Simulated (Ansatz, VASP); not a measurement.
**Two plane-wave programs on Co**

```xyz
2
Lattice="2.4282 0.0000 0.0000 -1.2141 2.1028 0.0000 0.0000 0.0000 3.9189" Properties=species:S:1:pos:R:3 pbc="T T T"
Co    0.0000    1.4019    0.9797
Co    1.2141    0.7009    2.9391
```

Alike in both runs: functional LDA; k mesh 19 × 19 × 11; occupations fermi-dirac, width 0.08 eV; collinear spin.

Ansatz relaxed the structure, and its values are those at the end. VASP's run is a single point on that final structure, the one shown.

```csv
,VASP,Ansatz
version,VASP 6.6.1,Ansatz 0.2.0
potentials or method,"VASP PAW LDA potentials, release 64 (Co)","PAW with Ansatz's default frozen-core files, scalar-relativistic"
plane-wave cutoff (eV),520,420
valence electrons in the cell,18,34
```

VASP gave:

- pressure (GPa): -1.4
- net moment per atom (μB): 1.46
- size of the moment on the site where the two differ most (μB): 1.46

Question: Estimate Ansatz's values.

Answer: Pressure (GPa): 0.0; net moment per atom (μB): 1.50; size of the moment on the site where the two differ most (μB): 1.54.

LDA's correlation is that of Perdew and Zunger in VASP and of Perdew and Wang (1992) in Ansatz. Site moments also hang on the region over which each program counts them. VASP's potentials hold 18 valence electrons a cell and Ansatz's 34, so a difference there can come from the potentials and not from the codes.
